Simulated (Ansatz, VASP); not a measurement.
# TiCo3: VASP beside Ansatz

The input POSCAR:

```
TiCo3
1.0
    3.4375572286      0.0000000000      0.0000000000
    0.0000000000      3.4375572286      0.0000000000
    0.0000000000      0.0000000000      3.4375572286
Ti Co
1 3
Direct
    0.0000000000      0.0000000000      0.0000000000
    0.0000000000      0.5000000000      0.5000000000
    0.5000000000      0.0000000000      0.5000000000
    0.5000000000      0.5000000000      0.0000000000
```

The input INCAR.step1:

```
SYSTEM = TiCo3
PREC = Accurate
ENCUT = 520
ISMEAR = 0
SIGMA = 0.1
LREAL = .False.
LASPH = .True.
NELM = 150
ISPIN = 2
MAGMOM = -0.7 1.46 1.46 1.46
LMAXMIX = 4
NBANDS = 32
GGA = PE
ALGO = Normal
EDIFF = 1E-4
LWAVE = .True.
LCHARG = .False.
```

Contents of INCAR.step2:

```
SYSTEM = TiCo3
PREC = Accurate
ENCUT = 520
EDIFF = 1E-6
ISMEAR = 0
SIGMA = 0.1
LREAL = .False.
LASPH = .True.
NELM = 150
ALGO = Normal
ISIF = 2
LWAVE = .False.
LCHARG = .False.
ISPIN = 2
MAGMOM = -0.7 1.46 1.46 1.46
LORBIT = 11
LMAXMIX = 4
METAGGA = R2SCAN
LMIXTAU = .True.
NBANDS = 32
ISTART = 1
```

Contents of KPOINTS:

```
regular mesh
0
Gamma
  12 12 12
  0 0 0
```

Input for Ansatz:

```yaml
crystal:
  lattice:
    - [3.4375572286, 0.0, 0.0]
    - [0.0, 3.4375572286, 0.0]
    - [0.0, 0.0, 3.4375572286]
  atoms:
    - { symbol: Ti, position: [0.0, 0.0, 0.0], spin: -0.7 }
    - { symbol: Co, position: [0.0, 0.5, 0.5], spin: 1.46 }
    - { symbol: Co, position: [0.5, 0.0, 0.5], spin: 1.46 }
    - { symbol: Co, position: [0.5, 0.5, 0.0], spin: 1.46 }
basis:
  ecutwfc: 500
kpoints:
  mp_grid: { grid: [12, 12, 12] }
hamiltonian:
  xc: r2scan
scf:
  occupations: { method: gaussian, width: 0.1 }
output:
  forces: true
  stress: true
  eigenvalues: true
  populations: true
magnetization:
  spin_polarized: true
```

Alike in both runs: task single point; functional r2SCAN; k mesh 12 × 12 × 12; occupations gaussian, width 0.1 eV; collinear spin.

|  | VASP | Ansatz |
| --- | --- | --- |
| version | VASP 6.6.1 | Ansatz 0.2.0 |
| potentials or method | VASP PAW PBE potentials, release 64 (Ti_sv, Co), cutoff 520 eV | scalar-relativistic, plane waves, PAW |
| valence electrons in the cell | 39 | 63 |

Ansatz gave:

- gap on the k mesh at the Fermi level (eV): none
- pressure (GPa): 34.4
- net moment per atom (μB): 0.68
- size of the moment on the site where the two differ most (μB): 1.20

Q: Which values does VASP return?

A: gap on the k mesh at the Fermi level (eV): none; pressure (GPa): 26.0; net moment per atom (μB): 0.00; size of the moment on the site where the two differ most (μB): 0.00.

The net moments are unlike, so the other rows may belong to different states. VASP's potentials were made for PBE, not for r2SCAN. Site moments also hang on the region over which each program counts them. A gap of «none» marks a metal or a gap that the smearing closes. VASP's potentials hold 39 valence electrons a cell and Ansatz's 63, so a difference there can come from the potentials and not from the codes. Ansatz's warnings: stability check not made.
